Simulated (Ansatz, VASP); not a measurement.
# Y in VASP and in Ansatz

Contents of INCAR:

```
SYSTEM = Y
ALGO = Normal
EDIFF = 1E-7
ENCUT = 520
GGA = PE
ISIF = 2
ISMEAR = -1
LASPH = .True.
LCHARG = .True.
LELF = .True.
LREAL = .False.
LVHAR = .True.
LWAVE = .False.
NBANDS = 12
NELM = 60
PREC = Accurate
SIGMA = 0.1
```

The input KPOINTS:

```
k-points
0
Gamma
  12 12 12
  0 0 0
```

The input POSCAR:

```
Y
1.0
   -2.0753156052      2.0753156052      2.0753156052
    2.0753156052     -2.0753156052      2.0753156052
    2.0753156052      2.0753156052     -2.0753156052
Y
1
Direct
    0.0000000000      0.0000000000      0.0000000000
```

Input for Ansatz:

```yaml
crystal:
  lattice:
    - [-2.0753156052, 2.0753156052, 2.0753156052]
    - [2.0753156052, -2.0753156052, 2.0753156052]
    - [2.0753156052, 2.0753156052, -2.0753156052]
  atoms:
    - { symbol: "Y", position: [0.0, 0.0, 0.0] }
hamiltonian:
  xc: pbe
  pseudopotentials:
    kind: paw
    azcp:
      "Y": "pseudopotentials/Y.paw.azcp"
basis:
  ecutwfc: 420
  fft_grid_basis: typed
kpoints:
  mp_grid: { grid: [12, 12, 12], shift: [0, 0, 0] }
magnetization:
  spin_polarized: false
scf:
  occupations: { method: fermi_dirac, width: 0.1 }
  lower_state_search: "off"
output:
  stress: true
```

Alike in both runs: task single point; functional PBE; k mesh 12 × 12 × 12; occupations fermi-dirac, width 0.1 eV; no spin polarisation.

```csv
,VASP,Ansatz
version,VASP 6.6.1,Ansatz 0.2.0
potentials or method,"VASP PAW PBE potentials, release 64 (Y_sv), cutoff 520 eV","plane waves (420 eV) with PAW, scalar-relativistic"
valence electrons in the cell,11,11
```

```tsv
	VASP	Ansatz	Ansatz less VASP
pressure (GPa)	-2.7	-2.6	+0.07
```

With one functional, cell and mesh, what is left measures potentials, basis and numerics.
